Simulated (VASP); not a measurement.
# AlN (P6_3mc) in VASP: single point with PBE

Aim: the single point of AlN with PBE.

Everything below comes from runs of VASP 6.6.1. Logs are shortened: lines on timing, memory, paths and dates and some standing lists are left out, and cuts for length are marked.

## (1) The cell of the first run

The structure is hexagonal, space group P6_3mc (No. 186). The conventional cell has a = 3.130 Å, b = 3.130 Å, c = 5.018 Å, α = 90.00°, β = 90.00°, γ = 120.00°. Within 2.5 Å of Al (site symmetry 3m) lie 4 N at 1.90 to 1.91 Å. N (site symmetry 3m) has 4 Al at 1.90 to 1.91 Å within 2.5 Å.

## (2) Single point, PBE

File INCAR:

```
PREC = Accurate
ENCUT = 520
EDIFF = 1E-7
ISMEAR = 0
SIGMA = 0.05
LREAL = F
LASPH = T
NELM = 60
ALGO = Normal
ISIF = 2
LWAVE = F
LCHARG = F
GGA = PE
NBANDS = 26
```

File KPOINTS:

```
Automatic mesh
0
Gamma
  8 4 4
```

File POSCAR:

```
AlN
1.0
   -3.1302014491      0.0000101348      0.0000103076
    0.0000165238     -0.0000171499     -5.0177520631
    0.0000175540     -5.4215351754     -0.0000185298
Al N
4 4
Direct
    0.5000123669      0.9982643392      0.1666671367
   -0.0000026143      0.9982748829      0.6666622838
    0.0000052793      0.4982683166      0.3333346863
    0.4999868819      0.4982757575      0.8333398041
    0.5000049770      0.6167277329      0.1666705587
   -0.0000237936      0.6167341372      0.6666707732
    0.0000165758      0.1167255573      0.3333272686
    0.5000003271      0.1167292763      0.8333274889
```

Potentials or basis: VASP PAW PBE potentials, release 64 (Al, N).

Run with:

```sh
cat potpaw_PBE.64/Al/POTCAR potpaw_PBE.64/N/POTCAR > POTCAR
mpirun -np 1 vasp_std > vasp.out
```

OUTCAR:

```text
PREC = Accurate
   ENCUT = 520
   EDIFF = 1E-7
   ISMEAR = 0
   LREAL = F
   LASPH = T
   NELM = 60
   ISIF = 2
   GGA = PE

 ion  position               nearest neighbor table
   1  0.500  0.998  0.167-   7 1.90   7 1.90   8 1.90   5 1.91   4 3.09   3 3.09   3 3.09   4 3.09
                             3 3.09   3 3.09   2 3.13   2 3.13   2 3.13   2 3.13
   2  1.000  0.998  0.667-   7 1.90   8 1.90   8 1.90   6 1.91   3 3.09   4 3.09   4 3.09   3 3.09
                             4 3.09   4 3.09   1 3.13   1 3.13   1 3.13   1 3.13
   3  0.000  0.498  0.333-   5 1.90   5 1.90   6 1.90   7 1.91   2 3.09   1 3.09   1 3.09   2 3.09
                             1 3.09   1 3.09   4 3.13   4 3.13   4 3.13   4 3.13
   4  0.500  0.498  0.833-   5 1.90   6 1.90   6 1.90   8 1.91   1 3.09   2 3.09   2 3.09   1 3.09
                             2 3.09   2 3.09   3 3.13   3 3.13   3 3.13   3 3.13
   5  0.500  0.617  0.167-   4 1.90   3 1.90   3 1.90   1 1.91
   6  1.000  0.617  0.667-   4 1.90   3 1.90   4 1.90   2 1.91
   7  0.000  0.117  0.333-   2 1.90   1 1.90   1 1.90   3 1.91
   8  0.500  0.117  0.833-   2 1.90   2 1.90   1 1.90   4 1.91

  LATTYP: Found a simple orthorhombic cell.
 ALAT       =     3.1302014491
 B/A-ratio  =     1.6030125041
 C/A-ratio  =     1.7320083910

  Lattice vectors:

 A1 = (  -3.1302014491,   0.0000101348,   0.0000103076)
 A2 = (  -0.0000165238,   0.0000171499,   5.0177520631)
 A3 = (  -0.0000175540,   5.4215351754,   0.0000185298)

Analysis of symmetry for initial positions (statically):
=====================================================================
 Subroutine PRICEL returns:
 Original cell was already a primitive cell.

 Routine SETGRP: Setting up the symmetry group for a
 simple orthorhombic supercell.

 Subroutine GETGRP returns: Found  1 space group operations
 (whereof  1 operations were pure point group operations)
 out of a pool of  8 trial point group operations.

The static configuration has the point symmetry C_1 .

Analysis of symmetry for dynamics (positions and initial velocities):
=====================================================================
 Subroutine PRICEL returns:
 Original cell was already a primitive cell.

 Routine SETGRP: Setting up the symmetry group for a
 simple orthorhombic supercell.

 Subroutine GETGRP returns: Found  1 space group operations
 (whereof  1 operations were pure point group operations)
 out of a pool of  8 trial point group operations.

The dynamic configuration has the point symmetry C_1 .

 Subroutine INISYM returns: Found  1 space group operations
[... 116 lines left out ...]
   ISYM   =      2    0-nonsym 1-usesym 2-fastsym
   POTIM  = 0.5000    time-step for ionic-motion
   TEBEG  =    0.0;   TEEND  =   0.0 temperature during run
   PSTRESS=    0.0 pullay stress
   NELECT =      32.0000    total number of electrons
   NUPDOWN=      -1.0000    fix difference up-down
   EMIN   =  10.00;   EMAX   =-10.00  energy-range for DOS
   EFERMI =   0.00;   METHOD = LEGACY
   ISMEAR =     0;   SIGMA  =   0.05  broadening in eV -4-tet -1-fermi 0-gaus
   EFERMI_NEDOS =   21; number of points for ismear=-14 and -15
   IALGO  =     38    algorithm
   IMIX   =      4    mixing-type and parameters
     AMIX     =   0.40;   BMIX     =  1.00
     AMIX_MAG =   1.60;   BMIX_MAG =  1.00
  volume/ion in A,a.u.               =      10.64        71.83
  Fermi-wavevector in a.u.,A,eV,Ry     =   1.181382  2.232488 18.989144  1.395663
  Thomas-Fermi vector in A             =   2.317656
   LORBIT       =      0    0 simple, 1 ext, 2 COOP (PROOUT), +10 PAW based schemes
   GGA     = PE    functional components
   LHFCALC =     F    Hartree Fock is set to
   AEXX    =    0.0000 exact exchange contribution
   IVDW    =     0    specifies the selected vdW correction
   LEPSILON=     F    determine dielectric tensor
   LRPA    =     F    only Hartree local field effects (RPA)
 non-spin polarized calculation
 Gauss-broadening in eV      SIGMA  =   0.05
  energy-cutoff  :      520.00
  volume of cell :       85.15
 maximum number of plane-waves:      2320
   NGX = 11   NGY = 19   NGZ = 21

 number of electron      31.9999994 magnetization

 Free energy of the ion-electron system (eV)
  ---------------------------------------------------
  ext. energy  EPLUGINS =         0.00000000
  ---------------------------------------------------
  free energy    TOTEN  =       -59.56094311 eV

  energy without entropy =      -59.56094311  energy(sigma->0) =      -59.56094311

 E-fermi :   6.2019     XC(G=0): -10.8273

 val. band max:        5.9654329085   @ k =   0.0000   0.0000   0.0000
 cond. band min:      10.0091794991   @ k =   0.0000   0.0000   0.0000
 fundamental gap:      4.0437465906
 Fermi energy:         6.2018757687

 k-point     1 :       0.0000    0.0000    0.0000
  band No.  band energies     occupation
      1      -9.1028      2.00000
      2      -7.1890      2.00000
      3      -7.0196      2.00000
      4      -6.5139      2.00000
      5       0.0594      2.00000
      6       0.5898      2.00000
[... 685 lines left out ...]
     25      16.6202      0.00000
     26      16.9089      0.00000

 [... further k-points ...]

------------------------ aborting loop because EDIFF is reached ----------------------------------------

  FORCE on cell =-STRESS in cart. coord.  units (eV):
  Direction    XX          YY          ZZ          XY          YZ          ZX
  --------------------------------------------------------------------------------------
  -------------------------------------------------------------------------------------
  Total       -0.1449785     -0.1424257     -0.1082613     -0.0000682     -0.0002482      0.0004938
  in kB       -2.7277866     -2.6797556     -2.0369485     -0.0012826     -0.0046708      0.0092916
  external PRESSURE =      -2.4814969 kB  Pullay stress =       0.0000000 kB

 VOLUME and BASIS-vectors are now :
 -----------------------------------------------------------------------------
  energy-cutoff  :      520.00
  volume of cell :       85.15
      direct lattice vectors                 reciprocal lattice vectors
    -3.130201449  0.000010135  0.000010308    -0.319468257 -0.000001034 -0.000001052
     0.000016524 -0.000017150 -5.017752063    -0.000000656  0.000000681 -0.199292430
     0.000017554 -5.421535175 -0.000018530    -0.000000597 -0.184449601  0.000000630

 POSITION                                       TOTAL-FORCE (eV/Angst)
 -----------------------------------------------------------------------------------
     -1.56512     -0.90360     -5.00904         0.000059      0.000354     -0.000129
     -3.13017     -3.61434     -5.00910        -0.000011     -0.000383      0.000503
     -0.00000     -1.80719     -2.50019         0.000079     -0.000243      0.000356
     -1.56504     -4.51798     -2.50023         0.000167      0.000746      0.000674
     -1.56510     -0.90362     -3.09458         0.000106     -0.000171     -0.000267
     -3.13011     -3.61438     -3.09462        -0.000695      0.000146      0.000012
     -0.00004     -1.80715     -0.58571         0.000227     -0.000050     -0.000594
     -1.56509     -4.51791     -0.58573         0.000069     -0.000400     -0.000555
 -----------------------------------------------------------------------------------
    total drift:                                0.000008     -0.000003      0.001437

  FREE ENERGIE OF THE ION-ELECTRON SYSTEM (eV)
  ---------------------------------------------------
  free  energy   TOTEN  =       -59.5609431132 eV

  energy  without entropy=      -59.5609431132  energy(sigma->0) =      -59.56094311
```

OSZICAR:

```text
N       E                     dE             d eps       ncg     rms          rms(c)
DAV:   1     0.109857409912E+03    0.10986E+03   -0.14729E+04  3536   0.110E+03
DAV:   2    -0.592324110294E+02   -0.16909E+03   -0.15861E+03  4700   0.228E+02
DAV:   3    -0.688250419717E+02   -0.95926E+01   -0.95355E+01  4788   0.553E+01
DAV:   4    -0.689129491587E+02   -0.87907E-01   -0.87853E-01  4148   0.603E+00
DAV:   5    -0.689141763498E+02   -0.12272E-02   -0.12269E-02  4670   0.718E-01    0.171E+01
DAV:   6    -0.595154791596E+02    0.93987E+01   -0.29741E+01  4430   0.290E+01    0.593E+00
DAV:   7    -0.595845206105E+02   -0.69041E-01   -0.16062E+00  4142   0.643E+00    0.411E+00
DAV:   8    -0.595719108100E+02    0.12610E-01   -0.16963E-01  4044   0.286E+00    0.736E-01
DAV:   9    -0.595598197661E+02    0.12091E-01   -0.46380E-02  4666   0.111E+00    0.349E-01
DAV:  10    -0.595611453327E+02   -0.13256E-02   -0.60833E-03  4192   0.391E-01    0.209E-01
DAV:  11    -0.595609376925E+02    0.20764E-03   -0.59695E-04  4284   0.137E-01    0.502E-02
DAV:  12    -0.595609433701E+02   -0.56776E-05   -0.20411E-05  4120   0.297E-02    0.169E-02
DAV:  13    -0.595609431544E+02    0.21574E-06   -0.16976E-05  4124   0.230E-02    0.290E-03
DAV:  14    -0.595609431132E+02    0.41162E-07   -0.75227E-07  4210   0.591E-03
   1 F= -.59560943E+02 E0= -.59560943E+02  d E =-.428009E-13
```

stdout:

```text
POSCAR found type information on POSCAR AlN
 POSCAR found :  2 types and       8 ions
 scaLAPACK will be used
 LDA part: xc-table for (Slater+PW92), standard interpolation
 POSCAR, INCAR and KPOINTS ok, starting setup
 FFT: planning ... GRIDC
 FFT: planning ... GRID_SOFT
 FFT: planning ... GRID
 WAVECAR not read
 entering main loop
```

Run time: 59 s. Hardware: 1 thread of Intel Xeon 6975P-C (Granite Rapids), shared host; peak memory 0.24 GiB.

What came out:

* Free energy: -59.5609 eV
* Pressure: -0.2 GPa
* Band gap on the k mesh: 4.04 eV
